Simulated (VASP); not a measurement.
**WC: relaxation of cell and atoms with LDA**

Crystal: WC.

```xyz
2
Lattice="2.9005 0.0000 0.0000 -1.4503 2.5119 0.0000 0.0000 0.0000 2.8290" Properties=species:S:1:pos:R:3 pbc="T T T"
W     0.0000    0.0000    0.0000
C     1.4503    0.8373    1.4145
```

```json
{
  "Program": "VASP 6.6.1",
  "Task": "relaxation of cell and atoms",
  "Functional": "LDA",
  "Potentials or basis": "VASP PAW LDA potentials, release 64 (W_sv, C)",
  "Cutoff": "600 eV",
  "k mesh": "18 × 18 × 14",
  "Occupations": "gaussian, width 0.1 eV",
  "Spin": "no spin polarisation",
  "Dipole correction": "no",
  "Further INCAR settings": "ALGO = Normal; EDIFF = 1e-06; IBRION = 2; EDIFFG = -0.005; NSW = 100; ISIF = 3"
}
```

* Relaxed volume: 10.19 Å³/atom
* Relaxed cell: a = 2.890 Å, b = 2.890 Å, c = 2.818 Å, α = 90.00°, β = 90.00°, γ = 120.00°
* Space group after relaxing (to 0.1 Å): P-6m2 (No. 187)
* Energy gained by relaxing: 1.7 meV/atom
* Ionic steps: 7
* Pressure after relaxing: -0.1 GPa
* Band gap on the k mesh: zero (bands 9 and 10 overlap by 1.25 eV)

Step by step:
```
step  energy change (eV)  largest force (eV/Å)  pressure (GPa)  volume (Å³)
   1              0.0000                0.0000           -4.72        20.61
   2              0.0269                0.0000           15.06        19.72
   3             -0.0035                0.0000           -0.08        20.38
   4             -0.0035                0.0000           -0.05        20.38
   5             -0.0035                0.0000            0.12        20.37
   6             -0.0035                0.0000           -0.32        20.39
   7             -0.0035                0.0000           -0.06        20.38
```

Final structure:
```xyz
2
Lattice="2.8896 0.0000 0.0000 -1.4448 2.5024 0.0000 0.0000 0.0000 2.8184" Properties=species:S:1:pos:R:3 pbc="T T T"
W     0.0000    0.0000    0.0000
C     1.4448    0.8341    1.4092
```

Levels at points of the mesh, in eV from the Fermi level:
```tsv
k point	band 5	band 6	band 7	band 8	band 9	band 10	band 11	band 12	band 13
(0.00, 0.00, 0.00)	-14.43	-4.44	-3.43	-3.43	0.12	3.25	3.25	5.69	5.69
(0.50, 0.00, 0.00)	-11.01	-7.05	-3.71	-3.67	-0.45	2.34	4.59	4.97	6.92
(0.00, 0.00, 0.50)	-10.22	-8.73	-2.09	-2.09	-0.65	-0.65	3.72	4.53	4.53
(0.50, 0.00, 0.50)	-11.28	-6.56	-4.43	-4.16	0.37	4.50	5.41	6.84	9.31
```

It took 75 s on 1 thread of Intel(R) Xeon(R) 6975P-C (Granite Rapids) (shared host), peak memory 0.23 GiB.

Caveat: spin-orbit coupling is left out, which moves the levels of the heavy elements. LDA usually gives volumes a few per cent too small.
